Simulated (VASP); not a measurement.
Input of a VASP 6.6.1 run:

The input INCAR:

```
  ALGO = Normal
  EDIFF = 1E-7
  EDIFFG = -0.02
  ENCUT = 600
  GGA = PS
  IBRION = 2
  ISIF = 3
  ISMEAR = -1
  LASPH = True
  LCHARG = False
  LREAL = False
  LWAVE = False
  NELM = 100
  NSW = 80
  PREC = Accurate
  PSTRESS = 300.0
  SIGMA = 0.05
```

File KPOINTS:

```
k-points
0
Gamma
  7 7 7
```

File POSCAR:

```
TePb
1.0
    0.0000000000      3.2310000000      3.2310000000
    3.2310000000      0.0000000000      3.2310000000
    3.2310000000      3.2310000000      0.0000000000
Pb Te
1 1
Direct
    0.0000000000      0.0000000000      0.0000000000
    0.5000000000      0.5000000000      0.5000000000
```

Potentials or basis: VASP PAW PBE potentials, release 64 (Pb_d, Te).

Command:

```sh
$ cat potpaw_PBE.64/Pb_d/POTCAR potpaw_PBE.64/Te/POTCAR > POTCAR
$ mpirun -np 1 vasp_std > vasp.out
```

Question: Estimate the relaxed volume.

Answer: 24.19 Å³/atom.

Question: Estimate the relaxed cell.

Answer: a = 4.090 Å, b = 4.090 Å, c = 4.090 Å, α = 60.00°, β = 60.00°, γ = 60.00°.

Question: Estimate the space group after relaxing (to 0.05 Å).

Answer: Fm-3m (No. 225).

Final structure:
```
Pb Te
1.0
     0.00000    2.89228    2.89228
     2.89228    0.00000    2.89228
     2.89228    2.89228    0.00000
Pb Te
1 1
Direct
  0.00000 0.00000 0.00000
  0.50000 0.50000 0.50000
```

Caveat: the cell is relaxed towards a set pressure, so the enthalpy falls and the energy may rise; the volume moved by over 15 % at a fixed basis, so the end points are rough; the PAW data sets were made with another functional, which shifts forces and pressure a little.
